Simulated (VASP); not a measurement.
A run of VASP 6.6.1 is set up as follows.

Contents of INCAR:

```
SYSTEM = Si6O11
ALGO = Normal ; EDIFF = 1E-7
ENCUT = 520 ; GGA = PE
ISIF = 2 ; ISMEAR = 0
IVDW = 12 ; LASPH = .True.
LCHARG = .False. ; LREAL = Auto
LWAVE = .False. ; NBANDS = 59
NELECT = 88.0 ; NELM = 80
PREC = Accurate ; SIGMA = 0.05
```

File KPOINTS:

```
k-points
0
Gamma
  4 4 2
  0 0 0
```

Contents of POSCAR:

```
Si6O11
1.0
   -2.4573906087      4.2563253884      0.0000000000
    0.0000000000      0.0000000000      5.4210324304
    7.3721718262      4.2563253883      0.0000000000
Si O
6 11
Direct
    0.7669799462      0.6666666667      0.2330200538
    0.2669799462      0.6666666667      0.7330200538
    0.9660401075      0.3333333333      0.5000000000
    0.4660401075      0.3333333333      0.0000000000
    0.2669799462      0.0000000000      0.2669799462
    0.7669799462      0.0000000000      0.7669799462
    0.2730030153      0.2203350802      0.1370425925
    0.7730030153      0.2203350802      0.6370425925
    0.0690623811      0.8870017469      0.7949771961
    0.6579346037      0.5536684135      0.0679802114
    0.1579346037      0.5536684135      0.5679802114
    0.0690623811      0.7796649198      0.2050228039
    0.5690623811      0.7796649198      0.7050228039
    0.3739465414     -0.0384112901      0.3996350819
    0.6579346037      0.1129982531      0.9320197886
    0.7730030153      0.4463315865      0.3629574075
    0.2730030153      0.4463315865      0.8629574075
```

Potentials or basis: VASP PAW PBE potentials, release 64 (Si, O).

The run is started by

```sh
$ cat potpaw_PBE.64/Si/POTCAR potpaw_PBE.64/O/POTCAR > POTCAR
$ mpirun -np 1 vasp_std > vasp.out
```

Predict the largest force.

31.874 eV/Å.

Predict the dispersion energy per atom.

-0.143 eV.

Forces on the atoms (eV/Å):
```
Si   -2.478   0.780  -2.381
Si    0.860   1.310   0.400
Si    3.511   0.634   2.900
Si   -1.522  -1.773  -0.494
Si  -18.285 -25.544   5.398
Si    0.778   0.398  -1.447
O     1.645   0.604  -1.022
O    -2.159  -0.075   0.233
O    -0.299  -0.175   0.019
O     1.287   1.203   1.816
O    -1.382  -1.428  -1.693
O     0.848  -1.678   0.353
O    -0.151   0.091   0.033
O    16.762  25.399  -4.144
O     0.568   0.234   0.449
O    -0.180  -0.219  -0.288
O     0.197   0.239  -0.134
```

Caveat: the k points lie up to 0.37 Å⁻¹ apart; the cell carries a net charge on a neutralising background, which shifts energy and pressure; the cell differs from its parent crystal (atom 14 moved 0.500 of the way to it and +0.375 Å across, host rigid).
